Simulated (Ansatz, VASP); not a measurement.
One calculation of SnGe5, two programs

File INCAR:

```
  PREC = Accurate
  ENCUT = 600
  EDIFF = 1E-6
  ISMEAR = 0
  SIGMA = 0.1
  LREAL = False
  LASPH = True
  NELM = 80
  ALGO = Normal
  ISIF = 3
  LWAVE = False
  LCHARG = False
  GGA = PE
  IBRION = 2
  NSW = 90
  EDIFFG = -0.04
```

File KPOINTS:

```
regular mesh
0
Gamma
  6 4 2
```

The input POSCAR:

```
SnGe5
1.0
    3.0843953900      0.0000000000      0.0000000000
    0.0000000000      4.3619937900      0.0000000000
    0.0000000000      0.0000000000      9.2531861700
Sn Ge
1 5
Direct
    0.0000000000      0.0000000000      0.5000000000
    0.0000000000      0.0000000000      0.1666666700
    0.5000000000      0.5000000000      0.3333333300
    0.5000000000      0.5000000000      0.6666666700
    0.0000000000      0.0000000000      0.8333333300
    0.5000000000      0.5000000000      0.0000000000
```

Input for Ansatz:

```yaml
crystal:
  lattice:
    - [3.08439539, 0.0, 0.0]
    - [0.0, 4.36199379, 0.0]
    - [0.0, 0.0, 9.25318617]
  atoms:
    - { symbol: Sn, position: [0.0, 0.0, 0.5] }
    - { symbol: Ge, position: [0.0, 0.0, 0.16666667] }
    - { symbol: Ge, position: [0.5, 0.5, 0.33333333] }
    - { symbol: Ge, position: [0.5, 0.5, 0.66666667] }
    - { symbol: Ge, position: [0.0, 0.0, 0.83333333] }
    - { symbol: Ge, position: [0.5, 0.5, 0.0] }
basis:
  ecutwfc: 420
kpoints:
  mp_grid: { grid: [6, 4, 2] }
hamiltonian:
  xc: pbe
scf:
  occupations: { method: gaussian, width: 0.1 }
  lower_state_search: "off"
output:
  forces: true
  stress: true
  eigenvalues: true
relax:
  adjacent_minimum: "off"
  f_tol: 0.04
  max_steps: 70
  cell: { stress_tol: 0.4 }
```

Alike in both runs: task relaxation of cell and atoms; functional PBE; k mesh 6 × 4 × 2; occupations gaussian, width 0.1 eV; no spin polarisation.

|  | VASP | Ansatz |
| --- | --- | --- |
| version | VASP 6.6.1 | Ansatz 0.2.0 |
| potentials or method | VASP PAW PBE potentials, release 64 (Sn_d, Ge_d), cutoff 600 eV | scalar-relativistic, plane waves, PAW |
| valence electrons in the cell | 84 | 84 |

```tsv
	VASP	Ansatz	Ansatz less VASP
gap on the k mesh at the Fermi level, each at its own relaxed structure (eV)	none	none	-
relaxed volume (Å³/atom)	21.21	21.19	-0.027
relaxed length of the cell vector where the two differ most in proportion (Å)	3.033	3.042	+0.0084
```

A gap of «none» marks a metal or a gap that the smearing closes.

The k mesh is coarse, so the values compare programs but aren't converged.
